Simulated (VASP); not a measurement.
A run of VASP 6.6.1 is set up as follows.

INCAR

```
ALGO     = Normal         # electronic algorithm
EDIFF    = 1E-6           # SCF threshold, eV
ENCUT    = 520            # plane-wave cutoff, eV
GGA      = PS             # functional
ISIF     = 2              # what is computed and relaxed
ISMEAR   = -1             # smearing method
ISPIN    = 2              # spin polarisation
LASPH    = T              # aspherical terms in the spheres
LCHARG   = F              # write CHGCAR
LMAXMIX  = 4              # l up to which the mixer works
LORBIT   = 11             # projections on sites
LREAL    = F              # projectors in reciprocal space
LWAVE    = F              # write WAVECAR
MAGMOM   = 0.75 0.75      # initial moments
NBANDS   = 19             # bands
NELM     = 150            # most SCF steps
NUPDOWN  = 1.5            # fixed moment
PREC     = Accurate       # precision mode
SIGMA    = 0.05           # smearing width, eV
```

Contents of KPOINTS:

```
k-points
0
Gamma
  10 10 6
```

Contents of POSCAR:

```
Fe
1.0
    2.4341575853      0.0000000000      0.0000000000
   -1.2170787927      2.1080423057      0.0000000000
    0.0000000000      0.0000000000      3.8419344700
Fe
2
Direct
    0.6666666667      0.3333333333      0.7500000000
    0.3333333333      0.6666666667      0.2500000000
```

Potentials or basis: VASP PAW PBE potentials, release 64 (Fe).

Run with:

```bash
$ cat potpaw_PBE.64/Fe/POTCAR > POTCAR
$ mpirun -np 1 vasp_std > vasp.out
```

(1) What does it give for the pressure?

## Answers

(1) 3.8 GPa.

Caveat: the PAW data sets were made with another functional, which shifts forces and pressure a little; the total moment is fixed, so each spin has its own Fermi level.
